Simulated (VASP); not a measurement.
# CuI (I-4m2) in VASP: electric field gradients with PBE

Aim: the electric field gradients of CuI with PBE.

Program: VASP 6.6.1. These are calculated values, not measurements. Logs are shortened: lines on timing, memory, paths and dates and some standing lists are left out, and cuts for length are marked.

### 1 The cell of the first run

It takes space group I-4m2 (No. 119, tetragonal). Conventional cell: a = 4.331 Å, b = 4.331 Å, c = 5.942 Å, α = 90.00°, β = 90.00°, γ = 90.00°. Cu (site symmetry -4m2) has 4 I at 2.63 Å within 3.5 Å. Within 3.5 Å of I (site symmetry -4m2) lie 4 Cu at 2.63 Å.

### 2 Electric field gradients, PBE (z stretched by -2 % at fixed volume)

The input, INCAR:

```
SYSTEM = CuI
PREC     = Accurate       ! precision mode
ENCUT    = 520            ! plane-wave cutoff, eV
EDIFF    = 1E-8           ! SCF threshold, eV
ISMEAR   = -1             ! smearing method
SIGMA    = 0.03           ! smearing width, eV
LREAL    = .False.        ! projectors in reciprocal space
LASPH    = .True.         ! aspherical terms in the spheres
NELM     = 100            ! most SCF steps
ALGO     = Normal         ! electronic algorithm
ISIF     = 2              ! what is computed and relaxed
LWAVE    = .False.        ! write WAVECAR
LCHARG   = .False.        ! write CHGCAR
GGA      = PE             ! functional
LEFG     = .True.       
NBANDS   = 16             ! bands
```

The input, KPOINTS:

```
Automatic mesh
0
Gamma
  9 9 9
  0 0 0
```

The input, POSCAR:

```
CuI
1.0
    0.0000000000      3.0622774390      2.9708700000
    3.0622774390      0.0000000000      2.9708700000
    3.0622774390      3.0622774390      0.0000000000
Cu I
1 1
Direct
    0.7500000000      0.7500000000      0.7500000000
    0.0000000000      0.0000000000      0.0000000000
```

Potentials or basis: VASP PAW PBE potentials, release 64 (Cu, I).

Started as:

```
$ cat potpaw_PBE.64/Cu/POTCAR potpaw_PBE.64/I/POTCAR > POTCAR
$ mpirun -np 1 vasp_std > vasp.out
```

OUTCAR:

```text
SYSTEM = CuI
   PREC = Accurate
   ENCUT = 520
   EDIFF = 1E-8
   ISMEAR = -1
   LREAL = .False.
   LASPH = .True.
   NELM = 100
   ISIF = 2
   GGA = PE

 ion  position               nearest neighbor table
   1  0.750  0.750  0.750-   2 2.63   2 2.63   2 2.63   2 2.63
   2  0.000  0.000  0.000-   1 2.63   1 2.63   1 2.63   1 2.63

  LATTYP: Found a body centered tetragonal cell.
 ALAT       =     4.3307142860
 C/A-ratio  =     1.3719999999

  Lattice vectors:

 A1 = (   0.0000000000,  -3.0622774390,  -2.9708700000)
 A2 = (   0.0000000000,   3.0622774390,  -2.9708700000)
 A3 = (   3.0622774390,   0.0000000000,   2.9708700000)

Analysis of symmetry for initial positions (statically):
=====================================================================
 Subroutine PRICEL returns:
 Original cell was already a primitive cell.

 Routine SETGRP: Setting up the symmetry group for a
 body centered tetragonal supercell.

 Subroutine GETGRP returns: Found  8 space group operations
 (whereof  8 operations were pure point group operations)
 out of a pool of 16 trial point group operations.

The static configuration has the point symmetry D_2d.

Analysis of symmetry for dynamics (positions and initial velocities):
=====================================================================
 Subroutine PRICEL returns:
 Original cell was already a primitive cell.

 Routine SETGRP: Setting up the symmetry group for a
 body centered tetragonal supercell.

 Subroutine GETGRP returns: Found  8 space group operations
 (whereof  8 operations were pure point group operations)
 out of a pool of 16 trial point group operations.

The dynamic configuration has the point symmetry D_2d.

 Subroutine INISYM returns: Found  8 space group operations
 (whereof  8 operations are pure point group operations),
 and found     1 'primitive' translations

----------------------------------------------------------------------------------------

                                     Primitive cell

  volume of cell :      55.7189

  direct lattice vectors                    reciprocal lattice vectors
     0.000000000  3.062277439  2.970870000    -0.163277172  0.163277172  0.168300868
     3.062277439  0.000000000  2.970870000     0.163277172 -0.163277172  0.168300868
     3.062277439  3.062277439  0.000000000     0.163277172  0.163277172 -0.168300868

  length of vectors
     4.266569075  4.266569075  4.330714286     0.285734233  0.285734233  0.285734233

  position of ions in fractional coordinates (direct lattice)
     0.750000000  0.750000000  0.750000000
     0.000000000  0.000000000  0.000000000

  ion indices of the primitive-cell ions
   primitive index   ion index
                 1           1
                 2           2

----------------------------------------------------------------------------------------

 KPOINTS: Automatic mesh

Automatic generation of k-mesh.
 Grid dimensions read from file:
 generate k-points for:    9    9    9

 Generating k-lattice:

  Cartesian coordinates                     Fractional coordinates (reciprocal lattice)
    -0.018141908  0.018141908  0.018700096     0.111111111  0.000000000  0.000000000
     0.018141908 -0.018141908  0.018700096     0.000000000  0.111111111  0.000000000
     0.018141908  0.018141908 -0.018700096     0.000000000  0.000000000  0.111111111

  Length of vectors
     0.031748248  0.031748248  0.031748248

  Shift w.r.t. Gamma in fractional coordinates (k-lattice)
     0.000000000  0.000000000  0.000000000

 Subroutine IBZKPT returns following result:
 ===========================================

 Found     75 irreducible k-points:

 Following reciprocal coordinates:
            Coordinates               Weight
  0.000000  0.000000  0.000000      1.000000
  0.111111  0.000000  0.000000      8.000000
  0.222222  0.000000  0.000000      8.000000
  0.333333  0.000000  0.000000      8.000000
  0.444444  0.000000  0.000000      8.000000
  0.111111  0.111111  0.000000      2.000000
[... 16 lines left out ...]
 -0.333333  0.333333  0.000000      4.000000
  0.444444  0.444444  0.000000      2.000000
 [... further k-points ...]
   k-points           NKPTS =     75   k-points in BZ     NKDIM =     75   number of bands    NBANDS=     16
   number of dos      NEDOS =    301   number of ions     NIONS =      2
   total plane-waves  NPLWV =  32768
   dimension x,y,z NGX =    32 NGY =   32 NGZ =   32
   dimension x,y,z NGXF=    64 NGYF=   64 NGZF=   64
   ions per type =               1   1
   NGX,Y,Z   is equivalent  to a cutoff of  12.47, 12.47, 12.28 a.u.
   NGXF,Y,Z  is equivalent  to a cutoff of  24.94, 24.94, 24.57 a.u.
 SYSTEM =  CuI
   PREC   = accura    normal or accurate (medium, high low for compatibility)
   ISTART =      0    job   : 0-new  1-cont  2-samecut
   ICHARG =      2    charge: 1-file 2-atom 10-const
   ISPIN  =      1    spin polarized calculation?
   LNONCOLLINEAR =      F non collinear calculations
   LSORBIT =      F    spin-orbit coupling
   LASPH  =      T    aspherical Exc in radial PAW
   ENCUT  =  520.0 eV  38.22 Ry    6.18 a.u.   7.93  7.93  8.05*2*pi/ulx,y,z
   NELM   =    100;   NELMIN=  2; NELMDL= -5     # of ELM steps
   EDIFF  = 0.1E-07   stopping-criterion for ELM
   LREAL  =      F    real-space projection
   EDIFFG = 0.1E-06   stopping-criterion for IOM
   NSW    =      0    number of steps for IOM
   IBRION =     -1    ionic relax: 0-MD 1-quasi-New 2-CG
   NFREE  =      0    steps in history (QN), initial steepest desc. (CG)
   ISIF   =      2    stress and relaxation
   ISYM   =      2    0-nonsym 1-usesym 2-fastsym
   POTIM  = 0.5000    time-step for ionic-motion
   TEBEG  =    0.0;   TEEND  =   0.0 temperature during run
   PSTRESS=    0.0 pullay stress
   NELECT =      18.0000    total number of electrons
   NUPDOWN=      -1.0000    fix difference up-down
   EMIN   =  10.00;   EMAX   =-10.00  energy-range for DOS
   EFERMI =   0.00;   METHOD = LEGACY
   ISMEAR =    -1;   SIGMA  =   0.03  broadening in eV -4-tet -1-fermi 0-gaus
   EFERMI_NEDOS =   21; number of points for ismear=-14 and -15
   IALGO  =     38    algorithm
   IMIX   =      4    mixing-type and parameters
     AMIX     =   0.40;   BMIX     =  1.00
     AMIX_MAG =   1.60;   BMIX_MAG =  1.00
  volume/ion in A,a.u.               =      27.86       188.00
  Fermi-wavevector in a.u.,A,eV,Ry     =   1.123306  2.122741 17.168055  1.261816
  Thomas-Fermi vector in A             =   2.259971
   LORBIT       =      0    0 simple, 1 ext, 2 COOP (PROOUT), +10 PAW based schemes
   GGA     = PE    functional components
   LHFCALC =     F    Hartree Fock is set to
   AEXX    =    0.0000 exact exchange contribution
   IVDW    =     0    specifies the selected vdW correction
   LEPSILON=     F    determine dielectric tensor
   LRPA    =     F    only Hartree local field effects (RPA)
 non-spin polarized calculation
  energy-cutoff  :      520.00
  volume of cell :       55.72
 maximum number of plane-waves:      1518
   NGX = 15   NGY = 15   NGZ = 17

 number of electron      18.0000014 magnetization

 Free energy of the ion-electron system (eV)
  ---------------------------------------------------
  ext. energy  EPLUGINS =         0.00000000
  ---------------------------------------------------
  free energy    TOTEN  =        -5.56035656 eV

  energy without entropy =       -5.56035656  energy(sigma->0) =       -5.56035656

 E-fermi :   5.0311     XC(G=0):  -8.9378

 val. band max:        4.4577549853   @ k =   0.0000   0.0000   0.0000
 cond. band min:       5.5706349931   @ k =   0.0000   0.0000   0.0000
 fundamental gap:      1.1128800079
 Fermi energy:         5.0310905169

 k-point     1 :       0.0000    0.0000    0.0000
  band No.  band energies     occupation
      1      -9.5786      2.00000
      2       0.7834      2.00000
      3       0.7834      2.00000
      4       0.8171      2.00000
      5       2.5673      2.00000
      6       2.5919      2.00000
[... 8 lines left out ...]
     15      13.7920      0.00000
     16      14.1978      0.00000

 k-point     2 :       0.1111    0.0000    0.0000
  band No.  band energies     occupation
      1      -9.5210      2.00000
      2       0.5572      2.00000
      3       0.7837      2.00000
      4       0.8152      2.00000
      5       2.5633      2.00000
      6       2.5858      2.00000
[... 8 lines left out ...]
     15      13.2698      0.00000
     16      13.5779      0.00000
[... 387 lines left out ...]
      5       2.4602      2.00000
      6       2.5785      2.00000
[... 8 lines left out ...]
     15      13.6740      0.00000
     16      18.0208      0.00000

 k-point    24 :       0.4444    0.4444    0.0000
  band No.  band energies     occupation
      1      -8.8397      2.00000
      2      -1.0210      2.00000
      3       0.6107      2.00000
      4       0.6107      2.00000
      5       2.5246      2.00000
      6       2.6623      2.00000
[... 8 lines left out ...]
     15      15.5234      0.00000
     16      16.8431      0.00000

 [... further k-points ...]
[... 5 lines left out ...]
  --------------------------------------------------------------------------------------
  -------------------------------------------------------------------------------------
  Total        0.0615468      0.0615468      0.2379465      0.0000000      0.0000000      0.0000000
  in kB        1.7697553      1.7697553      6.8420637      0.0000000      0.0000000      0.0000000
  external PRESSURE =       3.4605247 kB  Pullay stress =       0.0000000 kB

 VOLUME and BASIS-vectors are now :
 -----------------------------------------------------------------------------
  energy-cutoff  :      520.00
  volume of cell :       55.72
      direct lattice vectors                 reciprocal lattice vectors
     0.000000000  3.062277439  2.970870000    -0.163277172  0.163277172  0.168300868
     3.062277439  0.000000000  2.970870000     0.163277172 -0.163277172  0.168300868
     3.062277439  3.062277439  0.000000000     0.163277172  0.163277172 -0.168300868

 POSITION                                       TOTAL-FORCE (eV/Angst)
 -----------------------------------------------------------------------------------
      4.59342      4.59342      4.45631        -0.000000     -0.000000     -0.000000
      0.00000      0.00000      0.00000         0.000000      0.000000      0.000000
 -----------------------------------------------------------------------------------
    total drift:                               -0.000001     -0.000001     -0.000001

  FREE ENERGIE OF THE ION-ELECTRON SYSTEM (eV)
  ---------------------------------------------------
  free  energy   TOTEN  =        -5.5603565648 eV

  energy  without entropy=       -5.5603565647  energy(sigma->0) =       -5.56035656

 Electric field gradients (V/A^2)
---------------------------------------------------------------------
 ion       V_xx      V_yy      V_zz      V_xy      V_xz      V_yz
---------------------------------------------------------------------
   1      -1.535    -1.535     3.070    -0.001    -0.001    -0.001
   2       9.928     9.928   -19.856     0.000     0.000     0.000
---------------------------------------------------------------------

 Electric field gradients after diagonalization (V/A^2)
 (convention: |V_zz| > |V_xx| > |V_yy|)
----------------------------------------------------------------------
 ion       V_xx      V_yy      V_zz     asymmetry (V_yy - V_xx)/ V_zz
----------------------------------------------------------------------
   1      -1.536    -1.534     3.070       0.001
   2       9.928     9.928   -19.856       0.000
----------------------------------------------------------------------

           NMR quadrupolar parameters

 Cq : quadrupolar parameter    Cq=e*Q*V_zz/h
 eta: asymmetry parameters     (V_yy - V_xx)/ V_zz
 Q  : nuclear electric quadrupole moment in mb (millibarn)
----------------------------------------------------------------------
 ion       Cq(MHz)       eta       Q (mb)
----------------------------------------------------------------------
   1       0.007       0.001       1.000
   2      -0.048       0.000       1.000
----------------------------------------------------------------------
```

It took 2.6 min on 1 thread of AMD EPYC 7R13, shared host; peak memory 0.19 GiB.

What came out:

| Quantity | Value |
| --- | --- |
| Free energy | -5.5604 eV |
| Pressure | 0.3 GPa |
| Band gap on the k mesh | 1.11 eV, direct |

Stress tensor (GPa, compression positive):
```
0.18 0.00 0.00
0.00 0.18 0.00
0.00 0.00 0.68
```

Levels at points of the mesh, in eV from the valence-band top:
```tsv
k point	band 5	band 6	band 7	band 8	band 9	band 10	band 11	band 12	band 13	band 14
(0.00, 0.00, 0.00)	-1.89	-1.87	-0.05	-0.05	0.00	1.11	4.84	4.84	4.88	8.15
```

Electric field gradients, principal values (V/Å²):
| atom | least | middle | greatest (by size) |
| --- | --- | --- | --- |
| 1 Cu | -1.534 | -1.536 | 3.070 |
| 2 I | 9.928 | 9.928 | -19.856 |

Caveat: without QUAD_EFG the Cq values of the log hold for a quadrupole moment of 1 mb, not for the nuclei; spin-orbit coupling is left out, which moves the levels of the heavy elements.
